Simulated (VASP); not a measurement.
A run of VASP 6.6.1 is set up as follows.

The input INCAR:

```
ALGO = Normal ; EDIFF = 1E-7
ENCUT = 520 ; GGA = PS
ISIF = 2 ; ISMEAR = 1
LASPH = T ; LCHARG = T
LELF = T ; LREAL = F
LVHAR = T ; LWAVE = F
NBANDS = 28 ; NELM = 80
PREC = Accurate ; SIGMA = 0.1
```

Contents of KPOINTS:

```
k-points
0
Gamma
  4 4 4
```

The input POSCAR:

```
RbSr3
1.0
    6.2473850000      0.0000000000      0.0000000000
    0.0000000000      6.2473850000      0.0000000000
    0.0000000000      0.0000000000      6.2473850000
Rb Sr
1 3
Direct
    0.0000000000      0.0000000000      0.0000000000
    0.0000000000      0.5000000000      0.5000000000
    0.5000000000      0.0000000000      0.5000000000
    0.5000000000      0.5000000000      0.0000000000
```

Potentials or basis: VASP PAW PBE potentials, release 64 (Rb_sv, Sr_sv).

Command:

```bash
$ cat potpaw_PBE.64/Rb_sv/POTCAR potpaw_PBE.64/Sr_sv/POTCAR > POTCAR
$ mpirun -np 1 vasp_std > vasp.out
```

Q: What does it give for the pressure?

A: -0.5 GPa.

Caveat: the PAW data sets were made with another functional, which shifts forces and pressure a little.
